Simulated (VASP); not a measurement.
A run of VASP 6.6.1:

File POSCAR:

```
TaRh3
1.0
    3.9401818300      0.0000000000      0.0000000000
    0.0000000000      3.9401818300      0.0000000000
    0.0000000000      0.0000000000      3.9401818300
Ta Rh
1 3
Direct
    0.0000000000      0.0000000000      0.0000000000
    0.0000000000      0.5000000000      0.5000000000
    0.5000000000      0.0000000000      0.5000000000
    0.5000000000      0.5000000000      0.0000000000
```

File INCAR.step1:

```
ALGO     = Normal         # electronic algorithm
EDIFF    = 1E-4           # SCF threshold, eV
ENCUT    = 520            # plane-wave cutoff, eV
GGA      = PE             # functional
ISMEAR   = -1             # smearing method
LASPH    = T              # aspherical terms in the spheres
LCHARG   = F              # write CHGCAR
LREAL    = F              # projectors in reciprocal space
LWAVE    = T              # write WAVECAR
NELM     = 100            # most SCF steps
PREC     = Accurate       # precision mode
SIGMA    = 0.1            # smearing width, eV
```

The input INCAR.step2:

```
ALGO     = Normal         # electronic algorithm
EDIFF    = 1E-6           # SCF threshold, eV
EDIFFG   = -0.01          # ionic threshold
ENCUT    = 520            # plane-wave cutoff, eV
IBRION   = 2              # ionic algorithm
ISIF     = 2              # what is computed and relaxed
ISMEAR   = -1             # smearing method
ISTART   = 1            
LASPH    = T              # aspherical terms in the spheres
LCHARG   = F              # write CHGCAR
LMIXTAU  = T            
LREAL    = F              # projectors in reciprocal space
LWAVE    = F              # write WAVECAR
METAGGA  = R2SCAN         # meta-GGA
NELM     = 100            # most SCF steps
NSW      = 50             # ionic steps
PREC     = Accurate       # precision mode
SIGMA    = 0.1            # smearing width, eV
```

The input KPOINTS:

```
k-points
0
Gamma
  9 9 9
```

Potentials or basis: VASP PAW PBE potentials, release 64 (Ta_pv, Rh_pv).

The run is started by

```bash
$ cat potpaw_PBE.64/Ta_pv/POTCAR potpaw_PBE.64/Rh_pv/POTCAR > POTCAR
$ cp INCAR.step1 INCAR
$ mpirun -np 1 vasp_std > vasp.out
$ cp INCAR.step2 INCAR
$ mpirun -np 1 vasp_std > vasp.out
```

Hardware: 1 thread of Oxide Virtual Turin-like Processor, with other jobs on the host.

**Question.** Estimate the wall time of this run.

**Answer.** Wall time 5.7 min on 1 thread of Oxide Virtual Turin-like Processor, with other jobs on the host, peak memory 0.17 GiB. Counts: k points 35, ion steps 1.
